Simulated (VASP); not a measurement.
# Te (R-3m) in VASP: settings compared, part 2 of 2

VASP 6.6.1. The steps go on from the part before.

## (4) Relaxation of cell and atoms, PBEsol

The input, INCAR:

```
PREC     = Accurate       # precision mode
ENCUT    = 600            # plane-wave cutoff, eV
EDIFF    = 1E-6           # SCF threshold, eV
ISMEAR   = -1             # smearing method
SIGMA    = 0.05           # smearing width, eV
LREAL    = False          # projectors in reciprocal space
LASPH    = True           # aspherical terms in the spheres
NELM     = 80             # most SCF steps
ALGO     = Normal         # electronic algorithm
ISIF     = 3              # what is computed and relaxed
LWAVE    = False          # write WAVECAR
LCHARG   = False          # write CHGCAR
GGA      = PS             # functional
IBRION   = 2              # ionic algorithm
NSW      = 80             # ionic steps
EDIFFG   = -0.02          # ionic threshold
```

The input, KPOINTS:

```
Automatic mesh
0
Gamma
  9 9 9
```

The input, POSCAR:

```
Te
1.0
    2.3059043400      1.3313144900      1.6909537000
   -2.3059043400      1.3313144900      1.6909537000
    0.0000000000     -2.6626289900      1.6909537000
Te
1
Direct
    0.5000000026      0.5000000026      0.5000000007
```

Potentials or basis: VASP PAW PBE potentials, release 64 (Te).

On the command line:

```
cat potpaw_PBE.64/Te/POTCAR > POTCAR
mpirun -np 1 vasp_std > vasp.out
```

OUTCAR:

```text
PREC = Accurate
   ENCUT = 600
   EDIFF = 1E-6
   ISMEAR = -1
   LREAL = False
   LASPH = True
   NELM = 80
   ISIF = 3
   GGA = PS
   IBRION = 2
   NSW = 80
   EDIFFG = -0.02

 ion  position               nearest neighbor table
   1  0.500  0.500  0.500-

  LATTYP: Found a trigonal (rhomboedric) cell.
 ALAT       =     3.1541904686
 COS(alpha) =    -0.0688991679

  Lattice vectors:

 A1 = (   2.3059043400,   1.3313144900,   1.6909537000)
 A2 = (  -2.3059043400,   1.3313144900,   1.6909537000)
 A3 = (   0.0000000000,  -2.6626289900,   1.6909537000)

Analysis of symmetry for initial positions (statically):
=====================================================================
 Subroutine PRICEL returns:
 Original cell was already a primitive cell.

 Routine SETGRP: Setting up the symmetry group for a
 trigonal (rhombohedral) supercell.

 Subroutine GETGRP returns: Found 12 space group operations
 (whereof 12 operations were pure point group operations)
 out of a pool of 12 trial point group operations.

The static configuration has the point symmetry D_3d.

Analysis of symmetry for dynamics (positions and initial velocities):
=====================================================================
 Subroutine PRICEL returns:
 Original cell was already a primitive cell.

 Routine SETGRP: Setting up the symmetry group for a
 trigonal (rhombohedral) supercell.

 Subroutine GETGRP returns: Found 12 space group operations
 (whereof 12 operations were pure point group operations)
 out of a pool of 12 trial point group operations.

The dynamic configuration has the point symmetry D_3d.

 Subroutine INISYM returns: Found 12 space group operations
 (whereof 12 operations are pure point group operations),
 and found     1 'primitive' translations

----------------------------------------------------------------------------------------

                                     Primitive cell

  volume of cell :      31.1462

  direct lattice vectors                    reciprocal lattice vectors
     2.305904340  1.331314490  1.690953700     0.216834667  0.125189553  0.197127416
    -2.305904340  1.331314490  1.690953700    -0.216834667  0.125189553  0.197127416
     0.000000000 -2.662628990  1.690953700     0.000000000 -0.250379107  0.197127415

  length of vectors
     3.154190469  3.154190469  3.154190475     0.318667405  0.318667405  0.318667405

  position of ions in fractional coordinates (direct lattice)
     0.500000003  0.500000003  0.500000001

  ion indices of the primitive-cell ions
   primitive index   ion index
                 1           1

----------------------------------------------------------------------------------------

 KPOINTS: Automatic mesh

Automatic generation of k-mesh.
 Grid dimensions read from file:
 generate k-points for:    9    9    9

 Generating k-lattice:

  Cartesian coordinates                     Fractional coordinates (reciprocal lattice)
     0.024092741  0.013909950  0.021903046     0.111111111 -0.000000000  0.000000000
    -0.024092741  0.013909950  0.021903046    -0.000000000  0.111111111  0.000000000
     0.000000000 -0.027819901  0.021903046     0.000000000  0.000000000  0.111111111

  Length of vectors
     0.035407489  0.035407489  0.035407489

  Shift w.r.t. Gamma in fractional coordinates (k-lattice)
     0.000000000  0.000000000  0.000000000

 Subroutine IBZKPT returns following result:
 ===========================================

 Found     85 irreducible k-points:

 Following reciprocal coordinates:
            Coordinates               Weight
  0.000000  0.000000  0.000000      1.000000
  0.111111  0.000000 -0.000000      6.000000
  0.222222  0.000000 -0.000000      6.000000
  0.333333  0.000000  0.000000      6.000000
  0.444444  0.000000 -0.000000      6.000000
  0.111111  0.111111  0.000000      6.000000
[... 16 lines left out ...]
 -0.333333  0.333333  0.000000      6.000000
  0.444444  0.444444 -0.000000      6.000000
 [... further k-points ...]
   k-points           NKPTS =     85   k-points in BZ     NKDIM =     85   number of bands    NBANDS=      7
   number of dos      NEDOS =    301   number of ions     NIONS =      1
   total plane-waves  NPLWV =  21952
   dimension x,y,z NGX =    28 NGY =   28 NGZ =   28
   dimension x,y,z NGXF=    56 NGYF=   56 NGZF=   56
   ions per type =               1
   NGX,Y,Z   is equivalent  to a cutoff of  14.76, 14.76, 14.76 a.u.
   NGXF,Y,Z  is equivalent  to a cutoff of  29.52, 29.52, 29.52 a.u.
 SYSTEM =  unknown system
   PREC   = accura    normal or accurate (medium, high low for compatibility)
   ISTART =      0    job   : 0-new  1-cont  2-samecut
   ICHARG =      2    charge: 1-file 2-atom 10-const
   ISPIN  =      1    spin polarized calculation?
   LNONCOLLINEAR =      F non collinear calculations
   LSORBIT =      F    spin-orbit coupling
   LASPH  =      T    aspherical Exc in radial PAW
   ENCUT  =  600.0 eV  44.10 Ry    6.64 a.u.   6.30  6.30  6.30*2*pi/ulx,y,z
   NELM   =     80;   NELMIN=  2; NELMDL= -5     # of ELM steps
   EDIFF  = 0.1E-05   stopping-criterion for ELM
   LREAL  =      F    real-space projection
   EDIFFG = -.2E-01   stopping-criterion for IOM
   NSW    =     80    number of steps for IOM
   IBRION =      2    ionic relax: 0-MD 1-quasi-New 2-CG
   NFREE  =      1    steps in history (QN), initial steepest desc. (CG)
   ISIF   =      3    stress and relaxation
   ISYM   =      2    0-nonsym 1-usesym 2-fastsym
   POTIM  = 0.5000    time-step for ionic-motion
   TEBEG  =    0.0;   TEEND  =   0.0 temperature during run
   PSTRESS=    0.0 pullay stress
   NELECT =       6.0000    total number of electrons
   NUPDOWN=      -1.0000    fix difference up-down
   EMIN   =  10.00;   EMAX   =-10.00  energy-range for DOS
   EFERMI =   0.00;   METHOD = LEGACY
   ISMEAR =    -1;   SIGMA  =   0.05  broadening in eV -4-tet -1-fermi 0-gaus
   EFERMI_NEDOS =   21; number of points for ismear=-14 and -15
   IALGO  =     38    algorithm
   IMIX   =      4    mixing-type and parameters
     AMIX     =   0.40;   BMIX     =  1.00
     AMIX_MAG =   1.60;   BMIX_MAG =  1.00
  volume/ion in A,a.u.               =      31.15       210.18
  Fermi-wavevector in a.u.,A,eV,Ry     =   0.945490  1.786717 12.162947  0.893951
  Thomas-Fermi vector in A             =   2.073397
   LORBIT       =      0    0 simple, 1 ext, 2 COOP (PROOUT), +10 PAW based schemes
   GGA     = PS    functional components
   LHFCALC =     F    Hartree Fock is set to
   AEXX    =    0.0000 exact exchange contribution
   IVDW    =     0    specifies the selected vdW correction
   LEPSILON=     F    determine dielectric tensor
   LRPA    =     F    only Hartree local field effects (RPA)
 conjugate gradient relaxation of ions
 non-spin polarized calculation
  energy-cutoff  :      600.00
  volume of cell :       31.15
 maximum number of plane-waves:      1069
 NGX is ok and might be reduce to    28
   NGX = 13   NGY = 13   NGZ = 13

 number of electron       5.9999999 magnetization

 Free energy of the ion-electron system (eV)
  ---------------------------------------------------
  ext. energy  EPLUGINS =         0.00000000
  ---------------------------------------------------
  free energy    TOTEN  =        -3.50515438 eV

  energy without entropy =       -3.49975938  energy(sigma->0) =       -3.50245688

 E-fermi :   6.9484     XC(G=0):  -9.6474

 val. band max:        6.9293512618   @ k =   0.2222   0.1111   0.1111
 cond. band min:       6.9484412546   @ k =  -0.3333   0.4444   0.2222
 fundamental gap:      0.0190899928
 Fermi energy:         6.9483612997

 k-point     1 :       0.0000    0.0000    0.0000
  band No.  band energies     occupation
      1      -7.0397      2.00000
      2       7.9199      0.00000
      3       8.3846      0.00000
      4       8.3846      0.00000
      5      13.0111      0.00000
      6      13.0111      0.00000
      7      13.4997      0.00000
[... 221 lines left out ...]
 k-point    24 :       0.4444    0.4444   -0.0000
  band No.  band energies     occupation
      1      -3.4319      2.00000
      2       2.0519      2.00000
      3       2.7179      2.00000
      4       9.2508      0.00000
      5      10.8123      0.00000
      6      17.2123      0.00000
      7      19.0631      0.00000

 [... further k-points ...]

------------------------ aborting loop because EDIFF is reached ----------------------------------------

  FORCE on cell =-STRESS in cart. coord.  units (eV):
  Direction    XX          YY          ZZ          XY          YZ          ZX
  --------------------------------------------------------------------------------------
  -------------------------------------------------------------------------------------
  Total       -0.0174912     -0.0174912      0.0101033      0.0000000     -0.0000000      0.0000000
  in kB       -0.8997561     -0.8997561      0.5197212      0.0000000     -0.0000000      0.0000000
  external PRESSURE =      -0.4265970 kB  Pullay stress =       0.0000000 kB

 VOLUME and BASIS-vectors are now :
 -----------------------------------------------------------------------------
  energy-cutoff  :      600.00
  volume of cell :       31.15
      direct lattice vectors                 reciprocal lattice vectors
     2.305904340  1.331314490  1.690953700     0.216834667  0.125189553  0.197127416
    -2.305904340  1.331314490  1.690953700    -0.216834667  0.125189553  0.197127416
     0.000000000 -2.662628990  1.690953700     0.000000000 -0.250379107  0.197127415

 POSITION                                       TOTAL-FORCE (eV/Angst)
 -----------------------------------------------------------------------------------
      0.00000      0.00000      2.53643         0.000000      0.000000     -0.000000
 -----------------------------------------------------------------------------------
    total drift:                               -0.000000     -0.000002     -0.000003

  FREE ENERGIE OF THE ION-ELECTRON SYSTEM (eV)
  ---------------------------------------------------
  free  energy   TOTEN  =        -3.5051543839 eV

  energy  without entropy=       -3.4997593827  energy(sigma->0) =       -3.50245688

 reached required accuracy - stopping structural energy minimisation
```

It took 11 s on 1 thread of AMD EPYC 7R13 (Zen 3), shared host; peak memory 0.13 GiB.

Results:

```yaml
Free_energy: -3.5052 eV
Pressure_after_relaxing: 0.0 GPa
Band_gap_on_the_k_mesh: zero (band 3 reaches 9.37 eV, above the bottom of band 4 at 4.46 eV)
```

Final structure:
```
Te
1.0
     2.30590    1.33131    1.69095
    -2.30590    1.33131    1.69095
     0.00000   -2.66263    1.69095
Te
1
Direct
  0.50000 0.50000 0.50000
```

Levels at points of the mesh, in eV from the Fermi level:
| k point | band 1 | band 2 | band 3 | band 4 | band 5 | band 6 | band 7 |
| --- | --- | --- | --- | --- | --- | --- | --- |
| (0.00, 0.00, 0.00) | -13.99 | 0.97 | 1.44 | 1.44 | 6.06 | 6.06 | 6.55 |

Caveat: the relaxation stopped at its first step, so nothing moved; the PAW data sets were made with another functional, which shifts forces and pressure a little; spin-orbit coupling is left out, which moves the levels of the heavy elements.

## (5) The runs side by side

| level | potentials or basis | gap on the mesh (eV) | pressure (GPa) | relaxed volume (Å³/atom) |
| --- | --- | --- | --- | --- |
| BLYP+D3(BJ) | VASP PAW PBE potentials, release 64 (Te) | none | 0.0 | 32.07 |
| LDA | VASP PAW LDA potentials, release 64 (Te) | none | 0.0 | 30.62 |
| PBEsol | VASP PAW PBE potentials, release 64 (Te) | none | 0.0 | - |

Alike in all rows: task relaxation of cell and atoms; no spin polarisation; cell relaxed; k mesh 9 × 9 × 9; cutoff (eV) 600; smearing fermi-dirac 0.05 eV.

Caveats: spin-orbit coupling is left out, which moves the levels of the heavy elements; the PAW data sets were made with another functional, which shifts forces and pressure a little (some runs); pairwise dispersion overbinds metals, which lowers pressure and volume (some runs); the relaxation stopped at its first step, so nothing moved (some runs).

Total energies depend on the potentials used, so only differences within one code and one set of settings carry meaning.
